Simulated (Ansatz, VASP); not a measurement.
**Ge in VASP and in Ansatz**

```xyz
2
Lattice="1.4881 -2.6336 0.0000 1.4881 2.6336 0.0000 0.0000 0.0000 4.7276" Properties=species:S:1:pos:R:3 pbc="T T T"
Ge    1.4881   -0.8773    1.1819
Ge    1.4881    0.8773    3.5457
```

Change from the starting cell: strain +0.0150 x Voigt [0, 1, 0, 0, 0, 0], atoms carried along.

Alike in both runs: task single point; functional PBEsol; k mesh 18 × 18 × 10; occupations gaussian, width 0.15 eV; no spin polarisation.

|  | VASP | Ansatz |
| --- | --- | --- |
| version | VASP 6.6.1 | Ansatz 0.2.0 |
| potentials or method | VASP PAW PBE potentials, release 64 (Ge_d), cutoff 520 eV | scalar-relativistic, plane waves, PAW |
| valence electrons in the cell | 28 | 28 |

VASP gave:

* gap on the k mesh at the Fermi level (eV): none
* pressure (GPa): -0.6
* traceless stress, the component that is largest in VASP (GPa): -0.52
* rms of the force components (eV/Å): 0.008

**Question.** Estimate Ansatz's values.

**Answer.** gap on the k mesh at the Fermi level (eV): none; pressure (GPa): -0.7; traceless stress, the component that is largest in VASP (GPa): -0.52; rms of the force components (eV/Å): 0.008.

VASP's potentials were made for PBE, not for PBEsol. Atom by atom the forces differ by 0.000 eV/Å (rms over components). A gap of «none» marks a metal or a gap that the smearing closes. With one functional, cell and mesh, what is left measures potentials, basis and numerics.
